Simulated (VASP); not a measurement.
Set up this calculation in VASP 6.6.1, as the native input.

| Property | Result |
| --- | --- |
| Task | single point |
| Functional | HF |
| Potentials or basis | VASP PAW PBE potentials, release 64 (Bi_d, S) |
| Cutoff | 520 eV |
| k mesh | 4 × 4 × 4 |
| Occupations | fermi-dirac, width 0.05 eV |
| Spin | no spin polarisation |
| Dipole correction | no |
| Grid for exact exchange (PRECFOCK) | Normal |
| Further INCAR settings | ALGO = Normal; EDIFF = 1e-07; NBANDS = 18 |

Crystal: BiS.

```
CELL_PARAMETERS angstrom
4.00294 0.00000 0.00000
0.00000 4.00294 0.00000
0.00000 0.00000 4.00294
ATOMIC_POSITIONS crystal
Bi 0.50000 0.50000 0.50000
S 0.00000 0.00000 0.00000
```

One way to write it, as run:

POSCAR

```
BiS
1.0
    4.0029443400      0.0000000000      0.0000000000
    0.0000000000      4.0029443400      0.0000000000
    0.0000000000      0.0000000000      4.0029443400
Bi S
1 1
Direct
    0.5000000000      0.5000000000      0.5000000000
    0.0000000000      0.0000000000      0.0000000000
```

INCAR.step1

```
SYSTEM = BiS
ALGO = Normal ; EDIFF = 1E-5
ENCUT = 520 ; GGA = PE
ISIF = 2 ; ISMEAR = -1
LASPH = .True. ; LCHARG = .False.
LREAL = .False. ; LWAVE = .True.
NBANDS = 18 ; NELM = 60
PREC = Accurate ; SIGMA = 0.05
```

INCAR.step2

```
SYSTEM = BiS
AEXX = 1.0 ; AGGAC = 0.0
ALDAC = 0.0 ; ALGO = Normal
EDIFF = 1E-7 ; ENCUT = 520
GGA = PE ; ISIF = 2
ISMEAR = -1 ; ISTART = 1
LASPH = .True. ; LCHARG = .False.
LHFCALC = .True. ; LREAL = .False.
LWAVE = .False. ; NBANDS = 18
NELM = 60 ; PREC = Accurate
PRECFOCK = Normal ; SIGMA = 0.05
```

KPOINTS

```
k-points
0
Gamma
  4 4 4
  0 0 0
```

Potentials or basis: VASP PAW PBE potentials, release 64 (Bi_d, S).

Launch:

```console
$ cat potpaw_PBE.64/Bi_d/POTCAR potpaw_PBE.64/S/POTCAR > POTCAR
$ cp INCAR.step1 INCAR
$ mpirun -np 1 vasp_std > vasp.out
$ cp INCAR.step2 INCAR
$ mpirun -np 1 vasp_std > vasp.out
```

Results of the run:

The pressure is -12.5 GPa.

Caveat: the k points lie up to 0.39 Å⁻¹ apart; the PAW data sets were made with another functional, which shifts forces and pressure a little.

Run time: 16 min on 1 thread of Intel(R) Xeon(R) Platinum 8488C (Sapphire Rapids), with other jobs on the host, peak memory 0.18 GiB.
